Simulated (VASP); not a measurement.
# Na9Cl8 (a cell with a defect) in VASP: single point with PBE

Aim: the single point of Na9Cl8 (a cell with a defect) with PBE.

All numbers are computed with VASP 6.6.1; they aren't measurements. Logs are shortened: lines on timing, memory, paths and dates and some standing lists are left out, and cuts for length are marked.

## (1) The cell of the first run

The cell holds a defect, 17 atoms: a = 7.976 Å, b = 7.976 Å, c = 7.976 Å, α = 60.00°, β = 60.00°, γ = 60.00°.

## (2) Single point, PBE, collinear spin, zero start

INCAR

```
SYSTEM = Na9Cl8
ALGO = Normal ; EDIFF = 1E-6
ENCUT = 520 ; GGA = PE
ISIF = 2 ; ISMEAR = -1
ISPIN = 2 ; LASPH = .True.
LCHARG = .False. ; LORBIT = 11
LREAL = Auto ; LWAVE = .False.
MAGMOM = 0 0 0 0 0 0 0 0 0 0 0 0 0 0 0 0 0 ; NBANDS = 78
NELM = 150 ; PREC = Accurate
SIGMA = 0.02
```

KPOINTS

```
k-points
0
Gamma
  2 2 2
  0 0 0
```

POSCAR

```
Na9Cl8
1.0
    0.0000000000      5.6401000000      5.6401000000
    5.6401000000      0.0000000000      5.6401000000
    5.6401000000      5.6401000000      0.0000000000
Na Cl
9 8
Direct
   -0.0002109892     -0.0001351040     -0.0004161274
   -0.0003062002     -0.0002232230      0.5009639900
   -0.0000587756      0.5004273860     -0.0002183472
   -0.0483166965      0.5158885481      0.5162800305
    0.5005475080     -0.0000452120     -0.0002891793
    0.5156310172     -0.0473199943      0.5159070761
    0.5169998759      0.5168828567     -0.0510705484
    0.5165548483      0.5164458077      0.5168736370
    0.3763425294      0.3780146629      0.3718525381
    0.2448265988      0.2445822769      0.2456021170
    0.2453819081      0.2451510612      0.7636902714
    0.2436080034      0.7678712257      0.2444556834
    0.2383255616      0.7543070158      0.7535605752
    0.7667218666      0.2438311377      0.2449130335
    0.7542329923      0.2381662559      0.7536778603
    0.7537833549      0.7539755501      0.2387749331
    0.7539318452      0.7541222673      0.7533690892
```

Potentials or basis: VASP PAW PBE potentials, release 64 (Na_pv, Cl).

On the command line:

```bash
cat potpaw_PBE.64/Na_pv/POTCAR potpaw_PBE.64/Cl/POTCAR > POTCAR
mpirun -np 1 vasp_std > vasp.out
```

OUTCAR:

```text
SYSTEM = Na9Cl8
   EDIFF = 1E-6
   ENCUT = 520
   GGA = PE
   ISIF = 2
   ISMEAR = -1
   ISPIN = 2
   LASPH = .True.
   LORBIT = 11
   LREAL = Auto
   NELM = 150
   PREC = Accurate

 ion  position               nearest neighbor table
   1  1.000  1.000  1.000-
   2  1.000  1.000  0.501-
   3  1.000  0.500  1.000-
   4  0.952  0.516  0.516-  15 2.70  17 2.70  16 2.70   9 2.77
   5  0.501  1.000  1.000-
   6  0.516  0.953  0.516-  13 2.70  17 2.70  16 2.70   9 2.77
   7  0.517  0.517  0.949-  15 2.69  13 2.69  17 2.69   9 2.75
   8  0.517  0.516  0.517-  15 2.70  13 2.70  16 2.70   9 2.76
   9  0.376  0.378  0.372-  12 2.54  14 2.54  10 2.55  11 2.55   7 2.75   8 2.76   4 2.77   6 2.77

  10  0.245  0.245  0.246-   9 2.55
  11  0.245  0.245  0.764-   9 2.55
  12  0.244  0.768  0.244-   9 2.54
  13  0.238  0.754  0.754-   7 2.69   8 2.70   6 2.70
  14  0.767  0.244  0.245-   9 2.54
  15  0.754  0.238  0.754-   7 2.69   8 2.70   4 2.70
  16  0.754  0.754  0.239-   8 2.70   4 2.70   6 2.70
  17  0.754  0.754  0.753-   7 2.69   4 2.70   6 2.70

  LATTYP: Found a face centered cubic cell.
 ALAT       =    11.2802000000

  Lattice vectors:

 A1 = (   0.0000000000,   5.6401000000,   5.6401000000)
 A2 = (   5.6401000000,   0.0000000000,   5.6401000000)
 A3 = (   5.6401000000,   5.6401000000,   0.0000000000)

Analysis of symmetry for initial positions (statically):
=====================================================================
 Subroutine PRICEL returns:
 Original cell was already a primitive cell.

 Routine SETGRP: Setting up the symmetry group for a
 face centered cubic supercell.

 Subroutine GETGRP returns: Found  1 space group operations
 (whereof  1 operations were pure point group operations)
 out of a pool of 48 trial point group operations.

The static configuration has the point symmetry C_1 .

Analysis of symmetry for dynamics (positions and initial velocities):
=====================================================================
 Subroutine PRICEL returns:
 Original cell was already a primitive cell.

 Routine SETGRP: Setting up the symmetry group for a
 face centered cubic supercell.

 Subroutine GETGRP returns: Found  1 space group operations
 (whereof  1 operations were pure point group operations)
 out of a pool of 48 trial point group operations.

The dynamic configuration has the point symmetry C_1 .

Analysis of structural, dynamic, and magnetic symmetry:
=====================================================================
 Subroutine PRICEL returns:
 Original cell was already a primitive cell.

 Routine SETGRP: Setting up the symmetry group for a
 face centered cubic supercell.

 Subroutine GETGRP returns: Found  1 space group operations
 (whereof  1 operations were pure point group operations)
 out of a pool of 48 trial point group operations.

The overall configuration has the point symmetry C_1 .

 Subroutine INISYM returns: Found  1 space group operations
 (whereof  1 operations are pure point group operations),
 and found     1 'primitive' translations

----------------------------------------------------------------------------------------

                                     Primitive cell

  volume of cell :     358.8314

  direct lattice vectors                    reciprocal lattice vectors
     0.000000000  5.640100000  5.640100000    -0.088650910  0.088650910  0.088650910
     5.640100000  0.000000000  5.640100000     0.088650910 -0.088650910  0.088650910
     5.640100000  5.640100000  0.000000000     0.088650910  0.088650910 -0.088650910

  length of vectors
     7.976305913  7.976305913  7.976305913     0.153547881  0.153547881  0.153547881

  position of ions in fractional coordinates (direct lattice)
     0.999789011  0.999864896  0.999583873
     0.999693800  0.999776777  0.500963990
     0.999941224  0.500427386  0.999781653
     0.951683303  0.515888548  0.516280030
     0.500547508  0.999954788  0.999710821
     0.515631017  0.952680006  0.515907076
[... 9 lines left out ...]
     0.753783355  0.753975550  0.238774933
     0.753931845  0.754122267  0.753369089

  ion indices of the primitive-cell ions
   primitive index   ion index
                 1           1
                 2           2
                 3           3
                 4           4
                 5           5
                 6           6
[... 9 lines left out ...]
                16          16
                17          17

----------------------------------------------------------------------------------------

 KPOINTS: k-points

Automatic generation of k-mesh.
 Grid dimensions read from file:
 generate k-points for:    2    2    2

 Generating k-lattice:

  Cartesian coordinates                     Fractional coordinates (reciprocal lattice)
    -0.044325455  0.044325455  0.044325455     0.500000000  0.000000000  0.000000000
     0.044325455 -0.044325455  0.044325455     0.000000000  0.500000000  0.000000000
     0.044325455  0.044325455 -0.044325455     0.000000000  0.000000000  0.500000000

  Length of vectors
     0.076773941  0.076773941  0.076773941

  Shift w.r.t. Gamma in fractional coordinates (k-lattice)
     0.000000000  0.000000000  0.000000000

 Subroutine IBZKPT returns following result:
 ===========================================

 Found      8 irreducible k-points:

 Following reciprocal coordinates:
            Coordinates               Weight
  0.000000  0.000000  0.000000      1.000000
  0.500000  0.000000  0.000000      1.000000
  0.000000  0.500000  0.000000      1.000000
  0.000000  0.000000  0.500000      1.000000
  0.500000  0.500000  0.500000      1.000000
  0.500000  0.500000  0.000000      1.000000
  0.000000  0.500000  0.500000      1.000000
  0.500000  0.000000  0.500000      1.000000
   k-points           NKPTS =      8   k-points in BZ     NKDIM =      8   number of bands    NBANDS=     78
   number of dos      NEDOS =    301   number of ions     NIONS =     17
   total plane-waves  NPLWV = 216000
   dimension x,y,z NGX =    60 NGY =   60 NGZ =   60
   dimension x,y,z NGXF=   120 NGYF=  120 NGZF=  120
   ions per type =               9   8
   NGX,Y,Z   is equivalent  to a cutoff of  12.51, 12.51, 12.51 a.u.
   NGXF,Y,Z  is equivalent  to a cutoff of  25.01, 25.01, 25.01 a.u.
 SYSTEM =  Na9Cl8
   PREC   = accura    normal or accurate (medium, high low for compatibility)
   ISTART =      0    job   : 0-new  1-cont  2-samecut
   ICHARG =      2    charge: 1-file 2-atom 10-const
   ISPIN  =      2    spin polarized calculation?
   LNONCOLLINEAR =      F non collinear calculations
   LSORBIT =      F    spin-orbit coupling
   LASPH  =      T    aspherical Exc in radial PAW
   ENCUT  =  520.0 eV  38.22 Ry    6.18 a.u.  14.83 14.83 14.83*2*pi/ulx,y,z
   NELM   =    150;   NELMIN=  2; NELMDL= -5     # of ELM steps
   EDIFF  = 0.1E-05   stopping-criterion for ELM
   LREAL  =      T    real-space projection
   EDIFFG = 0.1E-04   stopping-criterion for IOM
   NSW    =      0    number of steps for IOM
   IBRION =     -1    ionic relax: 0-MD 1-quasi-New 2-CG
   NFREE  =      0    steps in history (QN), initial steepest desc. (CG)
   ISIF   =      2    stress and relaxation
   ISYM   =      2    0-nonsym 1-usesym 2-fastsym
   POTIM  = 0.5000    time-step for ionic-motion
   TEBEG  =    0.0;   TEEND  =   0.0 temperature during run
   PSTRESS=    0.0 pullay stress
   NELECT =     119.0000    total number of electrons
   NUPDOWN=      -1.0000    fix difference up-down
   EMIN   =  10.00;   EMAX   =-10.00  energy-range for DOS
   EFERMI =   0.00;   METHOD = LEGACY
   ISMEAR =    -1;   SIGMA  =   0.02  broadening in eV -4-tet -1-fermi 0-gaus
   EFERMI_NEDOS =   21; number of points for ismear=-14 and -15
   IALGO  =     38    algorithm
   IMIX   =      4    mixing-type and parameters
     AMIX     =   0.40;   BMIX     =  1.00
     AMIX_MAG =   1.60;   BMIX_MAG =  1.00
  volume/ion in A,a.u.               =      21.11       142.44
  Fermi-wavevector in a.u.,A,eV,Ry     =   1.133166  2.141374 17.470779  1.284066
  Thomas-Fermi vector in A             =   2.269869
   LORBIT       =     11    0 simple, 1 ext, 2 COOP (PROOUT), +10 PAW based schemes
   GGA     = PE    functional components
   LHFCALC =     F    Hartree Fock is set to
   AEXX    =    0.0000 exact exchange contribution
   IVDW    =     0    specifies the selected vdW correction
   LEPSILON=     F    determine dielectric tensor
   LRPA    =     F    only Hartree local field effects (RPA)
 spin polarized calculation
  energy-cutoff  :      520.00
  volume of cell :      358.83
 maximum number of plane-waves:      9684
 NGX is ok and might be reduce to    60
   NGX = 29   NGY = 29   NGZ = 29

 number of electron     119.0000000 magnetization       0.0000000

 number of electron     119.0000001 magnetization      -0.0039817

 Free energy of the ion-electron system (eV)
  ---------------------------------------------------
  ext. energy  EPLUGINS =         0.00000000
  ---------------------------------------------------
  free energy    TOTEN  =       -52.18914213 eV

  energy without entropy =      -52.17784795  energy(sigma->0) =      -52.18349504

 E-fermi :   5.7552     XC(G=0):  -8.4306

 val. band max:        5.7367000158   @ k =   0.0000   0.0000   0.5000
 cond. band min:       5.9053716049   @ k =   0.0000   0.0000   0.5000
 fundamental gap:      0.1686715891
 Fermi energy:         5.7551676373

 spin component 1

 k-point     1 :       0.0000    0.0000    0.0000
  band No.  band energies     occupation
      1     -21.6972      1.00000
      2     -21.6937      1.00000
      3     -21.6904      1.00000
      4     -21.5546      1.00000
      5     -21.4768      1.00000
      6     -21.4757      1.00000
[... 63 lines left out ...]
     70       7.5245      0.00000
     71       9.7504      0.00000
[... 516 lines left out ...]
     70       8.5175      0.00000
     71       8.9561      0.00000
 Fermi energy:         5.7551676373

 spin component 2

 k-point     1 :       0.0000    0.0000    0.0000
  band No.  band energies     occupation
      1     -21.6973      1.00000
      2     -21.6938      1.00000
      3     -21.6906      1.00000
      4     -21.5547      1.00000
      5     -21.4769      1.00000
      6     -21.4758      1.00000
[... 63 lines left out ...]
     70       7.5238      0.00000
     71       9.7498      0.00000
[... 516 lines left out ...]
     70       8.5168      0.00000
     71       8.9552      0.00000
 [bands above 71 left out]

------------------------ aborting loop because EDIFF is reached ----------------------------------------

  FORCE on cell =-STRESS in cart. coord.  units (eV):
  Direction    XX          YY          ZZ          XY          YZ          ZX
  --------------------------------------------------------------------------------------
  -------------------------------------------------------------------------------------
  Total       10.8371035     10.8351252     10.8262954     -0.0234092      0.0017170      0.0101210
  in kB       48.3875237     48.3786903     48.3392655     -0.1045216      0.0076662      0.0451899
  external PRESSURE =      48.3684931 kB  Pullay stress =       0.0000000 kB

 VOLUME and BASIS-vectors are now :
 -----------------------------------------------------------------------------
  energy-cutoff  :      520.00
  volume of cell :      358.83
      direct lattice vectors                 reciprocal lattice vectors
     0.000000000  5.640100000  5.640100000    -0.088650910  0.088650910  0.088650910
     5.640100000  0.000000000  5.640100000     0.088650910 -0.088650910  0.088650910
     5.640100000  5.640100000  0.000000000     0.088650910  0.088650910 -0.088650910

 POSITION                                       TOTAL-FORCE (eV/Angst)
 -----------------------------------------------------------------------------------
     11.27709     11.27666     11.27825        -0.002680     -0.003200     -0.001689
      8.46433      8.46386     11.27721         0.003017      0.002481     -0.001759
      8.46133     11.27864      8.46223         0.002163     -0.002379      0.003002
      5.82153      8.27946      8.27725         0.001335     -0.002673      0.001416
     11.27831      8.46161      8.46298        -0.002262      0.002013      0.003401
      8.28298      5.81798      8.28142        -0.003046      0.001773     -0.000111
[... 9 lines left out ...]
      5.59921      5.59813      8.50391        -0.007232     -0.006990      0.006131
      8.50240      8.50133      8.50558         0.007716      0.007962      0.005727
 -----------------------------------------------------------------------------------
    total drift:                               -0.000468     -0.001076      0.001202

  FREE ENERGIE OF THE ION-ELECTRON SYSTEM (eV)
  ---------------------------------------------------
  free  energy   TOTEN  =       -52.1891421295 eV

  energy  without entropy=      -52.1778479484  energy(sigma->0) =      -52.18349504

 total charge

# of ion       s       p       d       tot
------------------------------------------
    1        0.051   5.985   0.000   6.035
    2        0.051   5.985   0.000   6.036
    3        0.051   5.984   0.000   6.035
    4        0.068   5.981   0.000   6.049
    5        0.051   5.984   0.000   6.035
    6        0.068   5.981   0.000   6.048
[... 9 lines left out ...]
   16        1.598   3.589   0.000   5.187
   17        1.598   3.590   0.000   5.187
--------------------------------------------------
tot         13.386  82.527   0.000  95.913

 magnetization (x)

# of ion       s       p       d       tot
------------------------------------------
    1       -0.000  -0.000   0.000  -0.000
    2       -0.000  -0.000   0.000  -0.000
    3       -0.000  -0.000   0.000  -0.000
    4       -0.000  -0.000   0.000  -0.000
    5       -0.000  -0.000   0.000  -0.000
    6       -0.000  -0.000   0.000  -0.000
[... 9 lines left out ...]
   16       -0.000  -0.000   0.000  -0.000
   17       -0.000  -0.000   0.000  -0.000
--------------------------------------------------
tot         -0.001  -0.000   0.000  -0.001
```

Run time: 19 min. Hardware: 1 thread of AMD EPYC 7R13 (Zen 3), shared host; peak memory 0.75 GiB.

What came out:

```
Free energy                                           : -52.1891 eV
Pressure                                              : 4.8 GPa
Largest force                                         : 0.019 eV/Å
Net moment                                            : 0.00 μB per cell
Valence electrons inside the program's atomic spheres : Na 6.04, 6.05, 6.12 (each value once); Cl 5.18, 5.19 (each value once)
```

Forces on the atoms (eV/Å):
```
Na  -0.003 -0.003 -0.002
Na   0.003  0.002 -0.002
Na   0.002 -0.002  0.003
Na   0.001 -0.003  0.001
Na  -0.002  0.002  0.003
Na  -0.003  0.002  0.000
Na   0.002  0.001  0.001
Na  -0.001 -0.002  0.002
Na   0.000  0.007 -0.017
Cl  -0.004 -0.005  0.001
Cl   0.004  0.002  0.000
Cl   0.002 -0.003  0.006
Cl   0.007 -0.006 -0.008
Cl  -0.002  0.001  0.006
Cl  -0.006  0.007 -0.007
Cl  -0.007 -0.007  0.006
Cl   0.008  0.008  0.006
```

Levels at points of the mesh, in eV from the Fermi level:
Spin up:
| k point | band 58 | band 59 | band 60 | band 61 | band 62 | band 63 |
| --- | --- | --- | --- | --- | --- | --- |
| (0.00, 0.00, 0.00) | -6.31 | -6.31 | -1.37 | 0.63 | 0.78 | 0.78 |
| (0.50, 0.00, 0.00) | -6.42 | -6.42 | -0.02 | 0.16 | 1.38 | 1.39 |
| (0.00, 0.50, 0.00) | -6.42 | -6.42 | -0.02 | 0.17 | 1.38 | 1.39 |
| (0.00, 0.00, 0.50) | -6.42 | -6.42 | -0.02 | 0.15 | 1.38 | 1.39 |
| (0.50, 0.50, 0.50) | -6.42 | -6.42 | -0.02 | 0.16 | 1.37 | 1.40 |
| (0.50, 0.50, 0.00) | -6.52 | -6.52 | 0.47 | 0.49 | 1.52 | 1.56 |
| (0.00, 0.50, 0.50) | -6.52 | -6.52 | 0.47 | 0.48 | 1.54 | 1.54 |
| (0.50, 0.00, 0.50) | -6.52 | -6.52 | 0.47 | 0.48 | 1.53 | 1.55 |
Spin down:
| k point | band 58 | band 59 | band 60 | band 61 | band 62 | band 63 |
| --- | --- | --- | --- | --- | --- | --- |
| (0.00, 0.00, 0.00) | -6.31 | -6.31 | -1.37 | 0.63 | 0.77 | 0.78 |
| (0.50, 0.00, 0.00) | -6.42 | -6.42 | -0.02 | 0.16 | 1.38 | 1.39 |
| (0.00, 0.50, 0.00) | -6.42 | -6.42 | -0.03 | 0.17 | 1.38 | 1.39 |
| (0.00, 0.00, 0.50) | -6.42 | -6.42 | -0.02 | 0.15 | 1.38 | 1.39 |
| (0.50, 0.50, 0.50) | -6.42 | -6.42 | -0.02 | 0.16 | 1.37 | 1.40 |
| (0.50, 0.50, 0.00) | -6.52 | -6.52 | 0.46 | 0.49 | 1.52 | 1.55 |
| (0.00, 0.50, 0.50) | -6.52 | -6.52 | 0.47 | 0.48 | 1.54 | 1.54 |
| (0.50, 0.00, 0.50) | -6.52 | -6.52 | 0.47 | 0.48 | 1.53 | 1.55 |

Caveat: the k points lie up to 0.48 Å⁻¹ apart; no moment was typed at the start, so none could form.
